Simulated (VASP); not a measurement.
# Re (P6_3/mmc) in VASP: settings compared, part 2 of 2

VASP 6.6.1.

### 4 Relaxation of cell and atoms, RPBE+D4

The input, INCAR:

```
SYSTEM = Re
PREC     = Accurate       ! precision mode
ENCUT    = 600            ! plane-wave cutoff, eV
EDIFF    = 1E-6           ! SCF threshold, eV
ISMEAR   = -1             ! smearing method
SIGMA    = 0.05           ! smearing width, eV
LREAL    = .FALSE.        ! projectors in reciprocal space
LASPH    = .TRUE.         ! aspherical terms in the spheres
NELM     = 100            ! most SCF steps
ALGO     = Normal         ! electronic algorithm
ISIF     = 3              ! what is computed and relaxed
LWAVE    = .FALSE.        ! write WAVECAR
LCHARG   = .FALSE.        ! write CHGCAR
GGA      = RP             ! functional
IVDW     = 13             ! dispersion correction
IBRION   = 2              ! ionic algorithm
NSW      = 60             ! ionic steps
EDIFFG   = -0.01          ! ionic threshold
```

The input, KPOINTS:

```
Automatic mesh
0
G
  11 11 6
  0 0 0
```

The input, POSCAR:

```
Re
1.0
    2.7608000000      0.0000000000      0.0000000000
   -1.3804000000      2.3909229348      0.0000000000
    0.0000000000      0.0000000000      4.4582000000
Re
2
Direct
    0.6666666667      0.3333333333      0.7500000000
    0.3333333333      0.6666666667      0.2500000000
```

Started as:

```console
cat potpaw_PBE.64/Re/POTCAR > POTCAR
mpirun -np 1 vasp_std > vasp.out
```

It took 53 s on 1 thread of Intel Xeon 6975P-C (Granite Rapids), shared host; peak memory 0.18 GiB.

The run converged. Its results:

```
Free energy                           : -26.0640 eV
Relaxed volume                        : 14.58 Å³/atom
Relaxed cell                          : a = 2.752 Å, b = 2.752 Å, c = 4.446 Å, α = 90.00°, β = 90.00°, γ = 120.00°
Space group after relaxing (to 0.1 Å) : P6_3/mmc (No. 194)
Energy gained by relaxing             : 1.4 meV/atom
Ionic steps                           : 8
Pressure after relaxing               : 0.0 GPa
Band gap on the k mesh                : zero (bands 7 and 8 overlap by 3.09 eV)
Dispersion energy per atom            : -1.231 eV
```

Stress tensor (GPa, compression positive):
```
-0.06  0.00  0.00
 0.00 -0.06  0.00
 0.00  0.00  0.07
```

Step by step:
```
step  energy change (eV)  largest force (eV/Å)  pressure (GPa)  volume (Å³)
   1              0.0000                0.0000           -3.41        29.43
   2              0.0471                0.0000           15.74        28.11
   3             -0.0029                0.0000           -0.02        29.17
   4             -0.0029                0.0000           -0.01        29.17
   5             -0.0029                0.0000            0.15        29.15
   6             -0.0029                0.0000            0.13        29.16
   7             -0.0028                0.0000           -0.43        29.20
   8             -0.0029                0.0000           -0.02        29.17
```

Final structure:
```
Re
1.0
     2.75225    0.00000    0.00000
    -1.37613    2.38352    0.00000
     0.00000    0.00000    4.44643
Re
2
Direct
  0.66667 0.33333 0.75000
  0.33333 0.66667 0.25000
```

Levels at points of the mesh, in eV from the Fermi level:
```tsv
k point	band 3	band 4	band 5	band 6	band 7	band 8	band 9	band 10	band 11
(0.00, 0.00, 0.00)	-1.61	-1.61	-1.61	-0.76	-0.76	0.19	0.19	0.60	3.40
(0.00, 0.00, 0.50)	-2.42	-2.42	-1.74	-1.74	-1.74	-1.74	2.57	2.57	2.57
```

Caveat: the PAW data sets were made with another functional, which shifts forces and pressure a little; spin-orbit coupling is left out, which moves the levels of the heavy elements.

### 5 Relaxation of cell and atoms, revPBE

The input, INCAR:

```
SYSTEM = Re
PREC = Accurate ; ENCUT = 600
EDIFF = 1E-6 ; ISMEAR = -1
SIGMA = 0.05 ; LREAL = .FALSE.
LASPH = .TRUE. ; NELM = 100
ALGO = Normal ; ISIF = 3
LWAVE = .FALSE. ; LCHARG = .FALSE.
GGA = RE ; IBRION = 2
NSW = 60 ; EDIFFG = -0.01
```

KPOINTS is that of step 4.

POSCAR is that of step 4.

Potentials or basis: VASP PAW PBE potentials, release 64 (Re).

Started as:

```console
cat potpaw_PBE.64/Re/POTCAR > POTCAR
mpirun -np 1 vasp_std > vasp.out
```

OUTCAR:

```text
SYSTEM = Re
   PREC = Accurate
   ENCUT = 600
   EDIFF = 1E-6
   ISMEAR = -1
   LREAL = .FALSE.
   LASPH = .TRUE.
   NELM = 100
   ISIF = 3
   GGA = RE
   IBRION = 2
   NSW = 60
   EDIFFG = -0.01

 ion  position               nearest neighbor table
   1  0.667  0.333  0.750-   2 2.74   2 2.74   2 2.74   2 2.74   2 2.74   2 2.74
   2  0.333  0.667  0.250-   1 2.74   1 2.74   1 2.74   1 2.74   1 2.74   1 2.74

  LATTYP: Found a hexagonal cell.
 ALAT       =     2.7608000000
 C/A-ratio  =     1.6148217908

  Lattice vectors:

 A1 = (   2.7608000000,   0.0000000000,   0.0000000000)
 A2 = (  -1.3804000000,   2.3909229348,   0.0000000000)
 A3 = (   0.0000000000,   0.0000000000,   4.4582000000)

Analysis of symmetry for initial positions (statically):
=====================================================================
 Subroutine PRICEL returns:
 Original cell was already a primitive cell.

 Routine SETGRP: Setting up the symmetry group for a
 hexagonal supercell.

 Subroutine GETGRP returns: Found 24 space group operations
 (whereof 12 operations were pure point group operations)
[... 175 lines left out ...]
  Total        1.5247501      1.5247501      1.5807106     -0.0000000      0.0000000      0.0000000
  in kB       83.0135856     83.0135856     86.0603057     -0.0000000      0.0000000      0.0000000
  external PRESSURE =      84.0291589 kB  Pullay stress =       0.0000000 kB
[... 131 lines left out ...]
--------------------------------------- Ionic step        5  -------------------------------------------

 number of electron      14.0000000 magnetization

 Free energy of the ion-electron system (eV)
  ---------------------------------------------------
  ext. energy  EPLUGINS =         0.00000000
  ---------------------------------------------------
  free energy    TOTEN  =       -23.88641504 eV

  energy without entropy =      -23.87147352  energy(sigma->0) =      -23.87894428

 E-fermi :   7.6778     XC(G=0): -13.5899

 val. band max:        7.6730089369   @ k =   0.1818  -0.0000   0.1667
 cond. band min:       7.7181980728   @ k =   0.3636   0.1818   0.3333
 fundamental gap:      0.0451891360
 Fermi energy:         7.6777967313

 k-point     1 :       0.0000    0.0000    0.0000
  band No.  band energies     occupation
      1      -2.0378      2.00000
      2       1.2119      2.00000
      3       6.1394      2.00000
      4       6.1543      2.00000
      5       6.1543      2.00000
      6       6.9586      2.00000
      7       6.9586      2.00000
      8       7.8666      0.04477
      9       7.8666      0.04477
     10       8.2229      0.00004
     11      10.9333      0.00000
[... 309 lines left out ...]
 k-point    24 :       0.1818    0.0909    0.1667
  band No.  band energies     occupation
      1       0.2338      2.00000
      2       2.8782      2.00000
      3       4.2036      2.00000
      4       4.5571      2.00000
      5       5.7942      2.00000
      6       6.4556      2.00000
      7       7.0461      1.99999
      8       7.9665      0.00620
      9       8.6591      0.00000
     10       9.0328      0.00000
     11      11.3076      0.00000

 [... further k-points ...]
[... 5 lines left out ...]
  --------------------------------------------------------------------------------------
  -------------------------------------------------------------------------------------
  Total        0.0017264      0.0017264     -0.0031335      0.0000000      0.0000000      0.0000000
  in kB        0.0919436      0.0919436     -0.1668848      0.0000000      0.0000000      0.0000000
  external PRESSURE =       0.0056674 kB  Pullay stress =       0.0000000 kB
[... 17 lines left out ...]
  FREE ENERGIE OF THE ION-ELECTRON SYSTEM (eV)
  ---------------------------------------------------
  free  energy   TOTEN  =       -23.8864150418 eV

  energy  without entropy=      -23.8714735233  energy(sigma->0) =      -23.87894428

 reached required accuracy - stopping structural energy minimisation
```

OSZICAR:

```text
N       E                     dE             d eps       ncg     rms          rms(c)
DAV:   1     0.373501256740E+02    0.37350E+02   -0.74290E+03  2479   0.173E+03
DAV:   2    -0.177014874285E+02   -0.55052E+02   -0.47126E+02  2194   0.331E+02
DAV:   3    -0.248039802450E+02   -0.71025E+01   -0.57884E+01  2350   0.298E+02
[... 36 lines left out ...]
       N       E                     dE             d eps       ncg     rms          rms(c)
DAV:   1    -0.238864297519E+02   -0.18663E-04   -0.13508E-03  2137   0.138E+00    0.198E-02
DAV:   2    -0.238864184773E+02    0.11275E-04   -0.14958E-05  2416   0.540E-02    0.101E-02
DAV:   3    -0.238864150004E+02    0.34769E-05   -0.58642E-06  1480   0.418E-02    0.376E-03
DAV:   4    -0.238864150418E+02   -0.41431E-07   -0.71939E-07   869   0.330E-02
   5 F= -.23886415E+02 E0= -.23878944E+02  d E =-.326468E-05
```

CONTCAR:

```text
Re
   1.00000000000000
     2.7803103807525935    0.0000000000000000    0.0000000000000000
    -1.3901551903762968    2.4078194201699294    0.0000000000000000
     0.0000000000000000   -0.0000000000000000    4.4936927193271501
  Re
     2
Direct
     0.6666666667000030    0.3333333332999970    0.7500000000000000
     0.3333333332999970    0.6666666667000030    0.2500000000000000

  0.00000000E+00  0.00000000E+00  0.00000000E+00
  0.00000000E+00  0.00000000E+00  0.00000000E+00
```

Run time: 41 s. Hardware: 1 thread of Intel Xeon 6975P-C (Granite Rapids), shared host; peak memory 0.17 GiB.

What came out:

```yaml
Free_energy: -23.8864 eV
Relaxed_volume: 15.04 Å³/atom
Relaxed_cell: a = 2.780 Å, b = 2.780 Å, c = 4.494 Å, α = 90.00°, β = 90.00°, γ = 120.00°
Space_group_after_relaxing_to_0.1_Å: P6_3/mmc (No. 194)
Energy_gained_by_relaxing: 8.4 meV/atom
Ionic_steps: 5
Pressure_after_relaxing: 0.0 GPa
Band_gap_on_the_k_mesh: zero (bands 7 and 8 overlap by 2.92 eV)
```

The path:
```csv
step,energy change (eV),largest force (eV/Å),pressure (GPa),volume (Å³)
1,0.0000,0.0000,8.40,29.43
2,0.2268,0.0000,-26.03,32.84
3,-0.0167,0.0000,-0.31,30.11
4,-0.0167,0.0000,0.00,30.08
5,-0.0167,0.0000,0.00,30.08
```

Final structure:
```xyz
2
Lattice="2.7803 0.0000 0.0000 -1.3902 2.4078 0.0000 0.0000 0.0000 4.4937" Properties=species:S:1:pos:R:3 pbc="T T T"
Re    1.3902    0.8026    3.3703
Re    0.0000    1.6052    1.1234
```

Caveat: the PAW data sets were made with another functional, which shifts forces and pressure a little; spin-orbit coupling is left out, which moves the levels of the heavy elements. revPBE gives volumes clearly too large for solids.

### 6 Overview

```tsv
task	level	cell	cutoff (eV)	gap on the mesh (eV)	pressure (GPa)	relaxed volume (Å³/atom)
single point	r2SCAN	as given	520	none	-0.4	-
relaxation of cell and atoms	PBEsol+D4	relaxed	600	none	0.0	14.41
relaxation of cell and atoms	RPBE+D4	relaxed	600	none	0.0	14.58
relaxation of cell and atoms	revPBE	relaxed	600	none	0.0	15.04
```

Alike in all rows: potentials or basis VASP PAW PBE potentials, release 64 (Re); no spin polarisation; k mesh 11 × 11 × 6; smearing fermi-dirac 0.05 eV.

Caveats: the PAW data sets were made with another functional, which shifts forces and pressure a little; spin-orbit coupling is left out, which moves the levels of the heavy elements.

Absolute energies hang on the potentials; compare differences alone.
